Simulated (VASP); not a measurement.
# BN (Qingsongite): single point with r2SCAN

Crystal: BN (Qingsongite).

```
B N
1.0
     0.00000    1.84022    1.84022
     1.84022    0.00000    1.84022
     1.84022    1.84022    0.00000
B N
1 1
Direct
  0.00000 0.00000 0.00000
  0.25000 0.25000 0.25000
```

This cell differs from its parent crystal: volume changed by +6%.

```json
{"Program": "VASP 6.6.1", "Task": "single point", "Functional": "r2SCAN", "Potentials or basis": "VASP PAW PBE potentials, release 64 (B, N)", "Cutoff": "520 eV", "k mesh": "10 × 10 × 10", "Occupations": "gaussian, width 0.01 eV", "Spin": "no spin polarisation", "Dipole correction": "no", "Further INCAR settings": "ALGO = Normal; EDIFF = 1e-07; NBANDS = 11"}
```

| Property | Result |
| --- | --- |
| Pressure | -19.6 GPa |
| Band gap on the k mesh | 4.91 eV, indirect (least direct gap 9.26 eV) |

Levels at points of the mesh, in eV from the valence-band top:
```tsv
k point	band 1	band 2	band 3	band 4	band 5	band 6	band 7	band 8	band 9
(0.00, 0.00, 0.00)	-20.68	0.00	0.00	0.00	9.26	9.26	9.26	10.15	25.09
(0.50, 0.00, 0.00)	-16.64	-10.59	-1.91	-1.91	10.07	11.16	11.16	15.82	24.07
(0.50, 0.50, 0.00)	-15.30	-8.97	-4.83	-4.83	4.91	9.49	18.41	18.41	21.25
```

It took 25 s on 1 thread of Intel Xeon 6975P-C, with other jobs on the host, peak memory 0.12 GiB.

Caveat: the PAW data sets were made with another functional, which shifts forces and pressure a little. A k mesh can miss the band edges.
